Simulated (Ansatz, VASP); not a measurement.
## Two plane-wave programs on TiAl

```
Ti Al
1.0
     2.81170    0.00000    0.00000
     0.00000    2.81170    0.00000
     0.00000    0.00000    4.06189
Ti Al
1 1
Direct
  0.00000 0.00000 0.00000
  0.50000 0.50000 0.50000
```

Alike in both runs: functional r2SCAN; k mesh 20 × 20 × 14; occupations gaussian, width 0.1 eV; no spin polarisation.

Ansatz relaxed the structure, and its values are those at the end. VASP's run is a single point on that final structure, the one shown.

|  | VASP | Ansatz |
| --- | --- | --- |
| version | VASP 6.6.1 | Ansatz 0.2.0 |
| potentials or method | VASP PAW PBE potentials, release 64 (Ti_sv, Al) | scalar-relativistic, plane waves, PAW |
| plane-wave cutoff (eV) | 520 | 500 |
| valence electrons in the cell | 15 | 15 |

Ansatz gave:

| Property | Result |
| --- | --- |
| gap on the k mesh at the Fermi level (eV) | none |
| pressure (GPa) | 0.0 |

Problem. What did VASP give for the same quantities?

Solution. gap on the k mesh at the Fermi level (eV): none; pressure (GPa): 0.1.

VASP's potentials were made for PBE, not for r2SCAN. A gap of «none» marks a metal or a gap that the smearing closes.
